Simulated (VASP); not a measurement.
Wanted: the native input for a VASP 6.6.1 run.

```yaml
Task: relaxation of cell and atoms
Functional: PBE
Potentials_or_basis: VASP PAW PBE potentials, release 64 (Cd, S)
Cutoff: 600 eV
k_mesh: 6 × 6 × 4
Occupations: gaussian, width 0.02 eV
Spin: no spin polarisation
Dipole_correction: no
Further_INCAR_settings: ALGO = Normal; EDIFF = 1e-07; IBRION = 2; EDIFFG = -0.01; NSW = 80; ISIF = 3
```

The structure of CdS lies in POSCAR:

```
CdS
1.0
    4.1988951754      0.0000000000      0.0000000000
   -2.0994475877      3.6363498897      0.0000000000
    0.0000000000      0.0000000000      6.8309974538
Cd S
2 2
Direct
    0.6666666667      0.3333333333      0.5018506384
    0.3333333333      0.6666666667      0.0018506384
    0.6666666667      0.3333333333      0.8784593616
    0.3333333333      0.6666666667      0.3784593616
```

The input as run:

INCAR

```
ALGO = Normal ; EDIFF = 1E-7
EDIFFG = -0.01 ; ENCUT = 600
GGA = PE ; IBRION = 2
ISIF = 3 ; ISMEAR = 0
LASPH = T ; LCHARG = F
LREAL = F ; LWAVE = F
NELM = 80 ; NSW = 80
PREC = Accurate ; SIGMA = 0.02
```

KPOINTS

```
k-points
0
Gamma
  6 6 4
```

Potentials or basis: VASP PAW PBE potentials, release 64 (Cd, S).

Command:

```console
$ cat potpaw_PBE.64/Cd/POTCAR potpaw_PBE.64/S/POTCAR > POTCAR
$ mpirun -np 1 vasp_std > vasp.out
```

Results of the run:

```yaml
Relaxed_volume: 26.19 Å³/atom
Relaxed_cell: a = 4.205 Å, b = 4.205 Å, c = 6.841 Å, α = 90.00°, β = 90.00°, γ = 120.00°
Space_group_after_relaxing_to_0.05_Å: P6_3mc (No. 186)
Energy_gained_by_relaxing: 0.0 meV/atom
Ionic_steps: 2
Pressure_after_relaxing: 0.0 GPa
Band_gap_on_the_k_mesh: 1.10 eV, direct
```

It took 62 s on 1 thread of Intel(R) Xeon(R) Platinum 8559C (Emerald Rapids), on a shared host, peak memory 0.28 GiB.
